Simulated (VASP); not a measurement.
# InAs (F-43m) in VASP: a series of runs

The runs below take InAs through single point, with r2SCAN.

All numbers are computed with VASP 6.6.1; they aren't measurements. Logs are shortened: lines on timing, memory, paths and dates and some standing lists are left out, and cuts for length are marked.

## Step 1: The cell of the first run

Symmetry: F-43m, No. 216, cubic system. The conventional cell has a = 6.170 Å, b = 6.170 Å, c = 6.170 Å, α = 90.00°, β = 90.00°, γ = 90.00°. Within 3.5 Å of In (site symmetry -43m) lie 4 As at 2.67 Å. As (site symmetry -43m) has 4 In at 2.67 Å within 3.5 Å.

## Step 2: Single point, r2SCAN (29.36 Å³/atom)

Input file POSCAR:

```
InAs
1.0
    0.0000000000      3.0848370415      3.0848370415
    3.0848370415      0.0000000000      3.0848370415
    3.0848370415      3.0848370415      0.0000000000
In As
1 1
Direct
    0.0000000000      0.0000000000      0.0000000000
    0.2500000000      0.2500000000      0.2500000000
```

Input file INCAR.step1:

```
ALGO     = Normal         # electronic algorithm
EDIFF    = 1E-4           # SCF threshold, eV
ENCUT    = 520            # plane-wave cutoff, eV
GGA      = PE             # functional
ISMEAR   = -1             # smearing method
LASPH    = True           # aspherical terms in the spheres
LCHARG   = False          # write CHGCAR
LREAL    = False          # projectors in reciprocal space
LWAVE    = True           # write WAVECAR
NBANDS   = 16             # bands
NELM     = 60             # most SCF steps
PREC     = Accurate       # precision mode
SIGMA    = 0.02           # smearing width, eV
```

Input file INCAR.step2:

```
ALGO     = Normal         # electronic algorithm
EDIFF    = 1E-6           # SCF threshold, eV
ENCUT    = 520            # plane-wave cutoff, eV
ISIF     = 2              # what is computed and relaxed
ISMEAR   = -1             # smearing method
ISTART   = 1            
LASPH    = True           # aspherical terms in the spheres
LCHARG   = False          # write CHGCAR
LMIXTAU  = True         
LREAL    = False          # projectors in reciprocal space
LWAVE    = False          # write WAVECAR
METAGGA  = R2SCAN         # meta-GGA
NBANDS   = 16             # bands
NELM     = 60             # most SCF steps
PREC     = Accurate       # precision mode
SIGMA    = 0.02           # smearing width, eV
```

Input file KPOINTS:

```
k-points
0
Gamma
  6 6 6
```

Potentials or basis: VASP PAW PBE potentials, release 64 (In_d, As).

Run with:

```sh
cat potpaw_PBE.64/In_d/POTCAR potpaw_PBE.64/As/POTCAR > POTCAR
cp INCAR.step1 INCAR
mpirun -np 1 vasp_std > vasp.out
cp INCAR.step2 INCAR
mpirun -np 1 vasp_std > vasp.out
```

OUTCAR:

```text
EDIFF = 1E-6
   ENCUT = 520
   ISIF = 2
   ISMEAR = -1
   ISTART = 1
   LASPH = True
   LREAL = False
   METAGGA = R2SCAN
   NELM = 60
   PREC = Accurate

 ion  position               nearest neighbor table
   1  0.000  0.000  0.000-   2 2.67   2 2.67   2 2.67   2 2.67
   2  0.250  0.250  0.250-   1 2.67   1 2.67   1 2.67   1 2.67

  LATTYP: Found a face centered cubic cell.
 ALAT       =     6.1696740830

  Lattice vectors:

 A1 = (   0.0000000000,   3.0848370415,   3.0848370415)
 A2 = (   3.0848370415,   0.0000000000,   3.0848370415)
 A3 = (   3.0848370415,   3.0848370415,   0.0000000000)

Analysis of symmetry for initial positions (statically):
=====================================================================
 Subroutine PRICEL returns:
 Original cell was already a primitive cell.

 Routine SETGRP: Setting up the symmetry group for a
 face centered cubic supercell.

 Subroutine GETGRP returns: Found 24 space group operations
 (whereof 24 operations were pure point group operations)
 out of a pool of 48 trial point group operations.

The static configuration has the point symmetry T_d .

Analysis of symmetry for dynamics (positions and initial velocities):
=====================================================================
 Subroutine PRICEL returns:
 Original cell was already a primitive cell.

 Routine SETGRP: Setting up the symmetry group for a
 face centered cubic supercell.

 Subroutine GETGRP returns: Found 24 space group operations
 (whereof 24 operations were pure point group operations)
 out of a pool of 48 trial point group operations.

The dynamic configuration has the point symmetry T_d .

 Subroutine INISYM returns: Found 24 space group operations
 (whereof 24 operations are pure point group operations),
 and found     1 'primitive' translations

----------------------------------------------------------------------------------------

                                     Primitive cell

  volume of cell :      58.7120

  direct lattice vectors                    reciprocal lattice vectors
     0.000000000  3.084837042  3.084837042    -0.162083116  0.162083116  0.162083116
     3.084837042  0.000000000  3.084837042     0.162083116 -0.162083116  0.162083116
     3.084837042  3.084837042  0.000000000     0.162083116  0.162083116 -0.162083116

  length of vectors
     4.362618382  4.362618382  4.362618382     0.280736192  0.280736192  0.280736192

  position of ions in fractional coordinates (direct lattice)
     0.000000000  0.000000000  0.000000000
     0.250000000  0.250000000  0.250000000

  ion indices of the primitive-cell ions
   primitive index   ion index
                 1           1
                 2           2

----------------------------------------------------------------------------------------

 KPOINTS: k-points

Automatic generation of k-mesh.
 Grid dimensions read from file:
 generate k-points for:    6    6    6

 Generating k-lattice:

  Cartesian coordinates                     Fractional coordinates (reciprocal lattice)
    -0.027013853  0.027013853  0.027013853     0.166666667  0.000000000  0.000000000
     0.027013853 -0.027013853  0.027013853     0.000000000  0.166666667  0.000000000
     0.027013853  0.027013853 -0.027013853     0.000000000  0.000000000  0.166666667

  Length of vectors
     0.046789365  0.046789365  0.046789365

  Shift w.r.t. Gamma in fractional coordinates (k-lattice)
     0.000000000  0.000000000  0.000000000

 Subroutine IBZKPT returns following result:
 ===========================================

 Found     16 irreducible k-points:

 Following reciprocal coordinates:
            Coordinates               Weight
  0.000000  0.000000  0.000000      1.000000
  0.166667  0.000000  0.000000      8.000000
  0.333333  0.000000  0.000000      8.000000
  0.500000  0.000000  0.000000      4.000000
  0.166667  0.166667  0.000000      6.000000
  0.333333  0.166667  0.000000     24.000000
[... 8 lines left out ...]
 -0.333333  0.333333  0.166667     24.000000
 -0.333333  0.500000  0.166667     12.000000
   k-points           NKPTS =     16   k-points in BZ     NKDIM =     16   number of bands    NBANDS=     16
   number of dos      NEDOS =    301   number of ions     NIONS =      2
   total plane-waves  NPLWV =  32768
   dimension x,y,z NGX =    32 NGY =   32 NGZ =   32
   dimension x,y,z NGXF=    64 NGYF=   64 NGZF=   64
   ions per type =               1   1
   NGX,Y,Z   is equivalent  to a cutoff of  12.19, 12.19, 12.19 a.u.
   NGXF,Y,Z  is equivalent  to a cutoff of  24.39, 24.39, 24.39 a.u.
 SYSTEM =  unknown system
   PREC   = accura    normal or accurate (medium, high low for compatibility)
   ISTART =      1    job   : 0-new  1-cont  2-samecut
   ICHARG =      0    charge: 1-file 2-atom 10-const
   ISPIN  =      1    spin polarized calculation?
   LNONCOLLINEAR =      F non collinear calculations
   LSORBIT =      F    spin-orbit coupling
   LASPH  =      T    aspherical Exc in radial PAW
   ENCUT  =  520.0 eV  38.22 Ry    6.18 a.u.   8.11  8.11  8.11*2*pi/ulx,y,z
   NELM   =     60;   NELMIN=  2; NELMDL=  0     # of ELM steps
   EDIFF  = 0.1E-05   stopping-criterion for ELM
   LREAL  =      F    real-space projection
   EDIFFG = 0.1E-04   stopping-criterion for IOM
   NSW    =      0    number of steps for IOM
   IBRION =     -1    ionic relax: 0-MD 1-quasi-New 2-CG
   NFREE  =      0    steps in history (QN), initial steepest desc. (CG)
   ISIF   =      2    stress and relaxation
   ISYM   =      2    0-nonsym 1-usesym 2-fastsym
   POTIM  = 0.5000    time-step for ionic-motion
   TEBEG  =    0.0;   TEEND  =   0.0 temperature during run
   PSTRESS=    0.0 pullay stress
   NELECT =      18.0000    total number of electrons
   NUPDOWN=      -1.0000    fix difference up-down
   EMIN   =  10.00;   EMAX   =-10.00  energy-range for DOS
   EFERMI =   0.00;   METHOD = LEGACY
   ISMEAR =    -1;   SIGMA  =   0.02  broadening in eV -4-tet -1-fermi 0-gaus
   EFERMI_NEDOS =   21; number of points for ismear=-14 and -15
   IALGO  =     38    algorithm
   IMIX   =      4    mixing-type and parameters
     AMIX     =   0.40;   BMIX     =  1.00
     AMIX_MAG =   1.60;   BMIX_MAG =  1.00
  volume/ion in A,a.u.               =      29.36       198.10
  Fermi-wavevector in a.u.,A,eV,Ry     =   1.103884  2.086038 16.579514  1.218560
  Thomas-Fermi vector in A             =   2.240349
   LORBIT       =      0    0 simple, 1 ext, 2 COOP (PROOUT), +10 PAW based schemes
   METAGGA = R2SCAN    functional components
   LHFCALC =     F    Hartree Fock is set to
   AEXX    =    0.0000 exact exchange contribution
   IVDW    =     0    specifies the selected vdW correction
   LEPSILON=     F    determine dielectric tensor
   LRPA    =     F    only Hartree local field effects (RPA)
 non-spin polarized calculation
  energy-cutoff  :      520.00
  volume of cell :       58.71
 maximum number of plane-waves:      1596
   NGX = 17   NGY = 17   NGZ = 17

 number of electron      18.0000008 magnetization

 Free energy of the ion-electron system (eV)
  ---------------------------------------------------
  ext. energy  EPLUGINS =         0.00000000
  ---------------------------------------------------
  free energy    TOTEN  =       -38.03750937 eV

  energy without entropy =      -38.03714864  energy(sigma->0) =      -38.03732900

 E-fermi :   3.6997     XC(G=0):  -9.3803

 val. band max:        3.6856264914   @ k =   0.0000   0.0000   0.0000
 cond. band min:       4.8573805151   @ k =   0.5000   0.0000   0.0000
 fundamental gap:      1.1717540237
 Fermi energy:         3.6997104079

 k-point     1 :       0.0000    0.0000    0.0000
  band No.  band energies     occupation
      1     -11.0630      2.00000
      2     -11.0630      2.00000
      3     -11.0630      2.00000
      4     -10.9409      2.00000
      5     -10.9409      2.00000
      6      -8.2308      2.00000
[... 8 lines left out ...]
     15      13.7046      0.00000
     16      13.7046      0.00000

 k-point     2 :       0.1667    0.0000    0.0000
  band No.  band energies     occupation
      1     -11.0915      2.00000
      2     -11.0544      2.00000
      3     -11.0544      2.00000
      4     -10.9408      2.00000
      5     -10.9408      2.00000
      6      -7.9644      2.00000
[... 8 lines left out ...]
     15      12.6838      0.00000
     16      12.6838      0.00000

 k-point     3 :       0.3333    0.0000    0.0000
  band No.  band energies     occupation
      1     -11.1441      2.00000
      2     -11.0399      2.00000
      3     -11.0398      2.00000
      4     -10.9378      2.00000
      5     -10.9378      2.00000
      6      -7.3101      2.00000
[... 8 lines left out ...]
     15      13.1537      0.00000
     16      13.1537      0.00000

 k-point     4 :       0.5000    0.0000    0.0000
  band No.  band energies     occupation
      1     -11.1686      2.00000
      2     -11.0342      2.00000
      3     -11.0342      2.00000
      4     -10.9346      2.00000
      5     -10.9346      2.00000
      6      -6.8717      2.00000
[... 8 lines left out ...]
     15      14.8384      0.00000
     16      14.8384      0.00000
[... 172 lines left out ...]
 k-point    14 :       0.5000    0.3333    0.1667
  band No.  band energies     occupation
      1     -11.1821      2.00000
      2     -11.0234      2.00000
      3     -11.0131      2.00000
      4     -10.9531      2.00000
      5     -10.9309      2.00000
      6      -6.8172      2.00000
[... 8 lines left out ...]
     15      14.6217      0.00000
     16      15.9621      0.00000

 k-point    15 :      -0.3333    0.3333    0.1667
  band No.  band energies     occupation
      1     -11.1935      2.00000
      2     -11.0224      2.00000
      3     -11.0055      2.00000
      4     -10.9501      2.00000
      5     -10.9339      2.00000
      6      -6.4848      2.00000
[... 8 lines left out ...]
     15      14.9225      0.00000
     16      15.7577      0.00000

 k-point    16 :      -0.3333    0.5000    0.1667
  band No.  band energies     occupation
      1     -11.2082      2.00000
      2     -11.0115      2.00000
      3     -10.9955      2.00000
      4     -10.9597      2.00000
      5     -10.9287      2.00000
      6      -6.3391      2.00000
[... 8 lines left out ...]
     15      15.5870      0.00000
     16      15.9415      0.00000

------------------------ aborting loop because EDIFF is reached ----------------------------------------

  FORCE on cell =-STRESS in cart. coord.  units (eV):
  Direction    XX          YY          ZZ          XY          YZ          ZX
  --------------------------------------------------------------------------------------
  -------------------------------------------------------------------------------------
  Total       -0.5521582     -0.5521582     -0.5521582      0.0000000     -0.0000000      0.0000000
  in kB      -15.0677149    -15.0677149    -15.0677149      0.0000000     -0.0000000      0.0000000
  external PRESSURE =     -15.0677149 kB  Pullay stress =       0.0000000 kB

 VOLUME and BASIS-vectors are now :
 -----------------------------------------------------------------------------
  energy-cutoff  :      520.00
  volume of cell :       58.71
      direct lattice vectors                 reciprocal lattice vectors
     0.000000000  3.084837042  3.084837042    -0.162083116  0.162083116  0.162083116
     3.084837042  0.000000000  3.084837042     0.162083116 -0.162083116  0.162083116
     3.084837042  3.084837042  0.000000000     0.162083116  0.162083116 -0.162083116

 POSITION                                       TOTAL-FORCE (eV/Angst)
 -----------------------------------------------------------------------------------
      0.00000      0.00000      0.00000         0.000000      0.000000     -0.000000
      1.54242      1.54242      1.54242        -0.000000     -0.000000      0.000000
 -----------------------------------------------------------------------------------
    total drift:                               -0.000001     -0.000001     -0.000001

  FREE ENERGIE OF THE ION-ELECTRON SYSTEM (eV)
  ---------------------------------------------------
  free  energy   TOTEN  =       -38.0375093657 eV

  energy  without entropy=      -38.0371486360  energy(sigma->0) =      -38.03732900
```

Run time: 53 s. Hardware: 1 thread of Intel Xeon Platinum 8259CL at 2.50GHz (Skylake/Cascade Lake), shared host; peak memory 0.19 GiB.

Results:

- Free energy: -38.0375 eV
- Pressure: -1.5 GPa
- Band gap on the k mesh: zero (filled and empty bands touch)

Caveat: semilocal functionals underestimate gaps, so a narrow gap can read as zero; the PAW data sets were made with another functional, which shifts forces and pressure a little; spin-orbit coupling is left out, which moves the levels of the heavy elements.

## Step 3: Single point, r2SCAN (30.21 Å³/atom)

This run uses another cell than the first one, of 30.21 Å³/atom.

Input file POSCAR:

```
InAs
1.0
    0.0000000000      3.1145007558      3.1145007558
    3.1145007558      0.0000000000      3.1145007558
    3.1145007558      3.1145007558      0.0000000000
In As
1 1
Direct
    0.0000000000      0.0000000000      0.0000000000
    0.2500000000      0.2500000000      0.2500000000
```

Input file INCAR.step1:

```
SYSTEM = InAs
PREC = Accurate
ENCUT = 520
ISMEAR = -1
SIGMA = 0.02
LREAL = .False.
LASPH = .True.
NELM = 100
NBANDS = 16
GGA = PE
ALGO = Normal
EDIFF = 1E-4
LWAVE = .True.
LCHARG = .False.
```

Input file INCAR.step2:

```
SYSTEM = InAs
PREC = Accurate
ENCUT = 520
EDIFF = 1E-6
ISMEAR = -1
SIGMA = 0.02
LREAL = .False.
LASPH = .True.
NELM = 100
ALGO = Normal
ISIF = 2
LWAVE = .False.
LCHARG = .False.
METAGGA = R2SCAN
LMIXTAU = .True.
NBANDS = 16
ISTART = 1
```

Input file KPOINTS:

```
regular mesh
0
Gamma
  6 6 6
  0 0 0
```

Potentials or basis: VASP PAW PBE potentials, release 64 (In_d, As).

Run with:

```sh
cat potpaw_PBE.64/In_d/POTCAR potpaw_PBE.64/As/POTCAR > POTCAR
cp INCAR.step1 INCAR
mpirun -np 1 vasp_std > vasp.out
cp INCAR.step2 INCAR
mpirun -np 1 vasp_std > vasp.out
```

Wall time 96 s (1 thread of Intel Xeon Platinum 8259CL at 2.50GHz (Skylake/Cascade Lake), shared host); peak memory 0.22 GiB.

Results (log left out):

| Property | Result |
| --- | --- |
| Free energy | -38.0144 eV |
| Pressure | -2.9 GPa |
| Band gap on the k mesh | zero (filled and empty bands touch) |

Levels at points of the mesh, in eV from the Fermi level:
```csv
k point,band 5,band 6,band 7,band 8,band 9,band 10,band 11,band 12,band 13,band 14
"(0.00, 0.00, 0.00)",-14.61,-11.76,-0.25,-0.01,-0.01,-0.01,4.20,4.20,4.20,7.70
"(0.50, 0.00, 0.00)",-14.61,-10.48,-5.46,-0.90,-0.90,1.09,4.96,4.96,7.11,9.17
"(0.50, 0.50, 0.00)",-14.59,-10.01,-5.58,-2.12,-2.12,1.94,2.29,9.22,9.29,9.29
```

Caveat: semilocal functionals underestimate gaps, so a narrow gap can read as zero; the PAW data sets were made with another functional, which shifts forces and pressure a little; spin-orbit coupling is left out, which moves the levels of the heavy elements.
